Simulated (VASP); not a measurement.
A run of VASP 6.6.1:

INCAR

```
SYSTEM = SiO2
ALGO = Normal
EDIFF = 1E-7
ENCUT = 520
ISIF = 2
ISMEAR = 0
LASPH = .TRUE.
LCHARG = .FALSE.
LREAL = .FALSE.
LWAVE = .FALSE.
NBANDS = 34
NELM = 80
PREC = Accurate
SIGMA = 0.05
```

The input KPOINTS:

```
k-points
0
G
  6 6 4
  0 0 0
```

The input POSCAR:

```
SiO2
1.0
    4.8875374386      0.0000000000      0.0000000000
   -2.4437687193      4.2327315837      0.0000000000
    0.0000000000      0.0000000000      5.3591093439
Si O
3 6
Direct
    0.0000000000      0.5000000000      0.3333333333
    0.5000000000      0.5000000000      0.6666666667
    0.5000000000      0.0000000000      0.0000000000
    0.5843949021      0.7921974511      0.8333333333
    0.7921974511      0.5843949021      0.5000000000
    0.7921974511      0.2078025489      0.1666666667
    0.4156050979      0.2078025489      0.8333333333
    0.2078025489      0.4156050979      0.5000000000
    0.2078025489      0.7921974511      0.1666666667
```

Potentials or basis: VASP PAW LDA potentials, release 64 (Si, O).

Command:

```console
$ cat potpaw_LDA.64/Si/POTCAR potpaw_LDA.64/O/POTCAR > POTCAR
$ mpirun -np 1 vasp_std > vasp.out
```

Hardware: 1 thread of AMD EPYC 9R45 (Zen 5), with other jobs on the host.

How long does it take, and how much memory?

Wall time 70 s on 1 thread of AMD EPYC 9R45 (Zen 5) (shared host), peak memory 0.17 GiB. Counts: scf iterations 14, k points 21.
